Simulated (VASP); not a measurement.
Here is a VASP 6.6.1 calculation.

Contents of INCAR:

```
  PREC = Accurate
  ENCUT = 520
  EDIFF = 1E-6
  ISMEAR = -1
  SIGMA = 0.05
  LREAL = False
  LASPH = True
  NELM = 80
  ALGO = Normal
  ISIF = 2
  LWAVE = False
  LCHARG = False
  NBANDS = 15
```

The input KPOINTS:

```
Automatic mesh
0
Gamma
  13 13 7
```

Contents of POSCAR:

```
Os
1.0
    2.7305981567      0.0000000000      0.0000000000
   -1.3652990784      2.3647673712      0.0000000000
    0.0000000000      0.0000000000      4.4235690139
Os
2
Direct
    0.2133333333      0.6066666667      0.1600000000
    0.7866666667      0.3933333333      0.8400000000
```

Potentials or basis: VASP PAW LDA potentials, release 64 (Os).

The run is started by

```console
$ cat potpaw_LDA.64/Os/POTCAR > POTCAR
$ mpirun -np 1 vasp_std > vasp.out
```

(1) Predict the pressure.

(2) What does it give for the largest force?

Answers

(1) 179.6 GPa.

(2) 37.640 eV/Å.

Caveat: the cell differs from its parent crystal (shortest bond scaled by 0.64); atoms lie so close that the PAW spheres overlap strongly, which falsifies energies and pressures; the cell stands under pressure; forces of over 1 eV/Å act on the atoms, so gaps and moduli don't describe the material at rest.
